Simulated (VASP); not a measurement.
# PbO: single point with PBE

The system is PbO.

```
Pb O
1.0
     4.12344    0.00000    0.00000
     0.00000    3.82536    0.00000
     0.00000    0.00000    5.02200
Pb O
2 2
Cartesian
  0.0000 1.9127 1.1807
  2.0617 0.0000 3.8413
  0.0000 0.0000 0.0000
  2.0617 1.9127 0.0000
```

This cell differs from its parent crystal: strain +0.0375 x Voigt [1, -1, 0, 0, 0, 0].

```
Program                : VASP 6.6.1
Task                   : single point
Functional             : PBE
Potentials or basis    : VASP PAW PBE potentials, release 64 (Pb_d, O)
Cutoff                 : 520 eV
k mesh                 : 8 × 8 × 6
Occupations            : gaussian, width 0.05 eV
Spin                   : no spin polarisation
Dipole correction      : no
Further INCAR settings : ALGO = Normal; EDIFF = 1e-06; NBANDS = 28
```

| Item | Value |
| --- | --- |
| Pressure | 5.6 GPa |
| Largest force | 0.660 eV/Å |
| Band gap on the k mesh | 1.22 eV (least direct gap 2.36 eV) |

Forces in eV/Å, atoms in the order of the input:
```
Pb   0.000  0.000  0.629
Pb   0.000  0.000 -0.629
O    0.000  0.000 -0.660
O    0.000  0.000  0.660
```

Stress tensor (GPa, compression positive):
```
2.87 0.00 0.00
0.00 8.88 0.00
0.00 0.00 4.92
```

Levels at points of the mesh, in eV from the valence-band top:
```tsv
k point	band 18	band 19	band 20	band 21	band 22	band 23
(0.00, 0.00, 0.00)	-1.80	-1.59	-0.04	2.37	5.11	5.41
(0.50, 0.00, 0.00)	-3.10	-1.70	-1.70	3.31	3.31	6.33
(0.00, 0.50, 0.00)	-3.09	-1.69	-1.69	3.44	3.44	6.24
(0.50, 0.50, 0.00)	-1.69	-1.15	-1.15	1.22	1.22	5.31
(0.00, 0.00, 0.50)	-1.78	-1.61	-1.00	1.97	3.38	4.23
(0.50, 0.00, 0.50)	-3.06	-0.95	-0.95	2.85	2.85	6.84
(0.00, 0.50, 0.50)	-3.06	-1.14	-1.14	3.26	3.26	5.90
(0.50, 0.50, 0.50)	-2.25	-1.16	-1.16	3.45	3.45	4.69
```

Run time: 3.2 min on 1 thread of Intel Xeon 8259CL, with other jobs on the host, peak memory 0.31 GiB.

Caveat: the cell differs from its parent crystal (strain +0.0375 x Voigt [1, -1, 0, 0, 0, 0]); the cell stands under pressure; spin-orbit coupling is left out, which moves the levels of the heavy elements. A k mesh can miss the band edges.
